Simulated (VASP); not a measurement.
Runs of VASP 6.6.1 on W. The structure is that of space group Fm-3m (No. 225), or close to it. The cells are those of the table. 

```csv
cell,gap on the mesh (eV),pressure (GPa)
"a = 2.814, b = 2.814, c = 2.871 Å, angles 59.3, 59.3, 61.3°, 1 atom",none,(a)
"a = 2.842, b = 2.842, c = 2.871 Å, angles 59.7, 59.7, 60.7°, 1 atom",none,-2.2
"a = 2.929, b = 2.929, c = 2.871 Å, angles 60.7, 60.7, 58.7°, 1 atom",none,-17.6
"a = 2.885, b = 2.885, c = 2.871 Å, angles 60.2, 60.2, 59.7°, 1 atom",none,-10.5
```

Alike in all rows: task single point; level r2SCAN; potentials or basis VASP PAW PBE potentials, release 64 (W_sv); no spin polarisation; k mesh 20 × 20 × 20; cutoff (eV) 520; smearing gaussian 0.15 eV.

Q: Fill in the values left out.

A: (a) 4.0.

Caveats: the PAW data sets were made with another functional, which shifts forces and pressure a little; spin-orbit coupling is left out, which moves the levels of the heavy elements.

A k mesh can miss the band edges, and the runs leave out spin-orbit coupling on W.

A gap of «none» marks levels without a gap at the run's occupations.
